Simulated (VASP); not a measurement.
# Ti in VASP: further runs, part 2 of 2

VASP 6.6.1.

### Step 4. Electric field gradients, LDA (17.07 Å³/atom)

This run uses another cell than the first one, of 17.07 Å³/atom.

Input file INCAR:

```
PREC = Accurate ; ENCUT = 400
EDIFF = 1E-8 ; ISMEAR = -1
SIGMA = 0.05 ; LREAL = F
LASPH = T ; NELM = 120
ALGO = Normal ; ISIF = 2
LWAVE = F ; LCHARG = F
GGA = CA ; LEFG = T
NBANDS = 12 ; GGA_COMPAT = F
```

Input file KPOINTS:

```
Automatic mesh
0
Gamma
  15 15 15
```

Input file POSCAR:

```
Ti
1.0
    0.0000000000      2.0434441004      2.0434441004
    2.0434441004      0.0000000000      2.0434441004
    2.0434441004      2.0434441004      0.0000000000
Ti
1
Direct
    0.0000000000      0.0000000000      0.0000000000
```

Potentials or basis: VASP PAW LDA potentials, release 64 (Ti_sv).

The run is started by

```console
$ cat potpaw_LDA.64/Ti_sv/POTCAR > POTCAR
$ mpirun -np 1 vasp_std > vasp.out
```

OUTCAR:

```text
PREC = Accurate
   ENCUT = 400
   EDIFF = 1E-8
   ISMEAR = -1
   LREAL = F
   LASPH = T
   NELM = 120
   ISIF = 2
   GGA = CA

 ion  position               nearest neighbor table
   1  0.000  0.000  0.000-

  LATTYP: Found a face centered cubic cell.
 ALAT       =     4.0868882008

  Lattice vectors:

 A1 = (   0.0000000000,   2.0434441004,   2.0434441004)
 A2 = (   2.0434441004,   0.0000000000,   2.0434441004)
 A3 = (   2.0434441004,   2.0434441004,   0.0000000000)

Analysis of symmetry for initial positions (statically):
=====================================================================
 Subroutine PRICEL returns:
 Original cell was already a primitive cell.

 Routine SETGRP: Setting up the symmetry group for a
 face centered cubic supercell.

 Subroutine GETGRP returns: Found 48 space group operations
 (whereof 48 operations were pure point group operations)
 out of a pool of 48 trial point group operations.

The static configuration has the point symmetry O_h .

Analysis of symmetry for dynamics (positions and initial velocities):
=====================================================================
 Subroutine PRICEL returns:
 Original cell was already a primitive cell.

 Routine SETGRP: Setting up the symmetry group for a
 face centered cubic supercell.

 Subroutine GETGRP returns: Found 48 space group operations
 (whereof 48 operations were pure point group operations)
 out of a pool of 48 trial point group operations.

The dynamic configuration has the point symmetry O_h .

 Subroutine INISYM returns: Found 48 space group operations
 (whereof 48 operations are pure point group operations),
 and found     1 'primitive' translations

----------------------------------------------------------------------------------------

                                     Primitive cell

  volume of cell :      17.0655

  direct lattice vectors                    reciprocal lattice vectors
     0.000000000  2.043444100  2.043444100    -0.244684941  0.244684941  0.244684941
     2.043444100  0.000000000  2.043444100     0.244684941 -0.244684941  0.244684941
     2.043444100  2.043444100  0.000000000     0.244684941  0.244684941 -0.244684941

  length of vectors
     2.889866361  2.889866361  2.889866361     0.423806750  0.423806750  0.423806750

  position of ions in fractional coordinates (direct lattice)
     0.000000000  0.000000000  0.000000000

  ion indices of the primitive-cell ions
   primitive index   ion index
                 1           1

----------------------------------------------------------------------------------------

 KPOINTS: Automatic mesh

Automatic generation of k-mesh.
 Grid dimensions read from file:
 generate k-points for:   15   15   15

 Generating k-lattice:

  Cartesian coordinates                     Fractional coordinates (reciprocal lattice)
    -0.016312329  0.016312329  0.016312329     0.066666667  0.000000000  0.000000000
     0.016312329 -0.016312329  0.016312329     0.000000000  0.066666667  0.000000000
     0.016312329  0.016312329 -0.016312329     0.000000000  0.000000000  0.066666667
[... 71 lines left out ...]
   EFERMI =   0.00;   METHOD = LEGACY
   ISMEAR =    -1;   SIGMA  =   0.05  broadening in eV -4-tet -1-fermi 0-gaus
   EFERMI_NEDOS =   21; number of points for ismear=-14 and -15
   IALGO  =     38    algorithm
   IMIX   =      4    mixing-type and parameters
     AMIX     =   0.40;   BMIX     =  1.00
     AMIX_MAG =   1.60;   BMIX_MAG =  1.00
  volume/ion in A,a.u.               =      17.07       115.16
  Fermi-wavevector in a.u.,A,eV,Ry     =   1.455780  2.751026 28.834774  2.119296
  Thomas-Fermi vector in A             =   2.572775
   LORBIT       =      0    0 simple, 1 ext, 2 COOP (PROOUT), +10 PAW based schemes
   GGA     = CA    functional components
   LHFCALC =     F    Hartree Fock is set to
   AEXX    =    0.0000 exact exchange contribution
   IVDW    =     0    specifies the selected vdW correction
   LEPSILON=     F    determine dielectric tensor
   LRPA    =     F    only Hartree local field effects (RPA)
 non-spin polarized calculation
  energy-cutoff  :      400.00
  volume of cell :       17.07
 maximum number of plane-waves:       331
   NGX =  9   NGY =  9   NGZ =  9

 number of electron      11.9999996 magnetization

 Free energy of the ion-electron system (eV)
  ---------------------------------------------------
  ext. energy  EPLUGINS =         0.00000000
  ---------------------------------------------------
  free energy    TOTEN  =        -8.47535296 eV

  energy without entropy =       -8.46083768  energy(sigma->0) =       -8.46809532

 E-fermi :   8.1794     XC(G=0): -11.8700

 val. band max:        8.1720652699   @ k =  -0.4667   0.1333   0.0667
 cond. band min:       8.1800670675   @ k =  -0.3333   0.0667   0.0000
 fundamental gap:      0.0080017975
 Fermi energy:         8.1794478208

 k-point     1 :       0.0000    0.0000    0.0000
  band No.  band energies     occupation
      1     -47.8111      2.00000
      2     -24.0264      2.00000
      3     -24.0264      2.00000
      4     -24.0264      2.00000
      5       2.1399      2.00000
      6       9.0276      0.00000
      7       9.0276      0.00000
      8       9.0276      0.00000
      9      10.6717      0.00000
     10      10.6717      0.00000
     11      23.6185      0.00000
     12      28.0938      0.00000
[... 331 lines left out ...]
 k-point    24 :       0.2000    0.1333    0.0000
  band No.  band energies     occupation
      1     -47.7612      2.00000
      2     -24.2351      2.00000
      3     -24.0910      2.00000
      4     -24.0851      2.00000
      5       3.3763      2.00000
      6       8.2310      0.52572
      7       9.4755      0.00000
      8       9.5474      0.00000
      9      10.0208      0.00000
     10      10.9306      0.00000
     11      24.0976      0.00000
     12      24.8508      0.00000

 [... further k-points ...]

------------------------ aborting loop because EDIFF is reached ----------------------------------------

  FORCE on cell =-STRESS in cart. coord.  units (eV):
  Direction    XX          YY          ZZ          XY          YZ          ZX
  --------------------------------------------------------------------------------------
  -------------------------------------------------------------------------------------
  Total       -0.8153903     -0.8153903     -0.8153903     -0.0000000      0.0000000      0.0000000
  in kB      -76.5522312    -76.5522312    -76.5522312     -0.0000000      0.0000000      0.0000000
  external PRESSURE =     -76.5522312 kB  Pullay stress =       0.0000000 kB

 VOLUME and BASIS-vectors are now :
 -----------------------------------------------------------------------------
  energy-cutoff  :      400.00
  volume of cell :       17.07
      direct lattice vectors                 reciprocal lattice vectors
     0.000000000  2.043444100  2.043444100    -0.244684941  0.244684941  0.244684941
     2.043444100  0.000000000  2.043444100     0.244684941 -0.244684941  0.244684941
     2.043444100  2.043444100  0.000000000     0.244684941  0.244684941 -0.244684941

 POSITION                                       TOTAL-FORCE (eV/Angst)
 -----------------------------------------------------------------------------------
      0.00000      0.00000      0.00000        -0.000000     -0.000000      0.000000
 -----------------------------------------------------------------------------------
    total drift:                                0.000000      0.000000      0.000000

  FREE ENERGIE OF THE ION-ELECTRON SYSTEM (eV)
  ---------------------------------------------------
  free  energy   TOTEN  =        -8.4753529588 eV

  energy  without entropy=       -8.4608376792  energy(sigma->0) =       -8.46809532

 Electric field gradients (V/A^2)
---------------------------------------------------------------------
 ion       V_xx      V_yy      V_zz      V_xy      V_xz      V_yz
---------------------------------------------------------------------
   1      -0.000     0.000     0.000     0.000     0.000     0.000
---------------------------------------------------------------------

 Electric field gradients after diagonalization (V/A^2)
 (convention: |V_zz| > |V_xx| > |V_yy|)
----------------------------------------------------------------------
 ion       V_xx      V_yy      V_zz     asymmetry (V_yy - V_xx)/ V_zz
----------------------------------------------------------------------
   1      -0.000    -0.000     0.001       0.000
----------------------------------------------------------------------

           NMR quadrupolar parameters

 Cq : quadrupolar parameter    Cq=e*Q*V_zz/h
 eta: asymmetry parameters     (V_yy - V_xx)/ V_zz
 Q  : nuclear electric quadrupole moment in mb (millibarn)
----------------------------------------------------------------------
 ion       Cq(MHz)       eta       Q (mb)
----------------------------------------------------------------------
   1       0.000       0.000       1.000
----------------------------------------------------------------------
```

OSZICAR:

```text
N       E                     dE             d eps       ncg     rms          rms(c)
DAV:   1     0.765028375745E+02    0.76503E+02   -0.56835E+03  2924   0.101E+03
DAV:   2    -0.618412339428E+01   -0.82687E+02   -0.80494E+02  2944   0.267E+02
DAV:   3    -0.945258252544E+01   -0.32685E+01   -0.32379E+01  3864   0.576E+01
DAV:   4    -0.951363663048E+01   -0.61054E-01   -0.61007E-01  3228   0.712E+00
DAV:   5    -0.951498145795E+01   -0.13448E-02   -0.13448E-02  3516   0.951E-01    0.829E+00
DAV:   6    -0.849180798254E+01    0.10232E+01   -0.21048E+00  3120   0.210E+01    0.214E+00
DAV:   7    -0.847098448598E+01    0.20823E-01   -0.90051E-02  3512   0.316E+00    0.123E+00
DAV:   8    -0.847515586257E+01   -0.41714E-02   -0.35141E-02  2996   0.252E+00    0.159E-01
DAV:   9    -0.847534216360E+01   -0.18630E-03   -0.24589E-03  3624   0.575E-01    0.674E-02
DAV:  10    -0.847536048305E+01   -0.18319E-04   -0.23959E-04  3120   0.184E-01    0.894E-03
DAV:  11    -0.847535450874E+01    0.59743E-05   -0.18741E-05  3324   0.635E-02    0.119E-02
DAV:  12    -0.847535293758E+01    0.15712E-05   -0.43377E-06  3228   0.270E-02    0.990E-04
DAV:  13    -0.847535300002E+01   -0.62432E-07   -0.70197E-08  3344   0.291E-03    0.524E-04
DAV:  14    -0.847535295617E+01    0.43845E-07   -0.85064E-09  2280   0.144E-03    0.106E-04
DAV:  15    -0.847535295882E+01   -0.26494E-08   -0.52965E-10  1688   0.214E-04
   1 F= -.84753530E+01 E0= -.84680953E+01  d E =-.145153E-01
```

Wall time 17 s (1 thread of Intel Xeon Platinum 8259CL at 2.50GHz (Skylake/Cascade Lake), shared host); peak memory 0.12 GiB.

Results:

```
Free energy                             : -8.4754 eV
Pressure                                : -7.7 GPa
Band gap on the k mesh                  : zero (bands 6 and 7 overlap by 1.13 eV)
Largest electric field gradient by atom : zero within the noise of the run
```

Caveat: the cell stands under tension.

### Step 5. Overview

| cell | gap on the mesh (eV) | pressure (GPa) |
| --- | --- | --- |
| a = 2.914, b = 2.914, c = 2.957 Å, angles 59.5, 59.5, 61.0°, 1 atom | none | -11.2 |
| a = 2.880 Å, angles 60.0°, 1 atom | none | -6.7 |
| a = 2.890 Å, angles 60.0°, 1 atom | none | -7.7 |

Alike in all rows: task electric field gradients; level LDA; potentials or basis VASP PAW LDA potentials, release 64 (Ti_sv); no spin polarisation; k mesh 15 × 15 × 15; cutoff (eV) 400; smearing fermi-dirac 0.05 eV.

Caveats: the cell stands under tension.

Absolute energies hang on the potentials; compare differences alone.
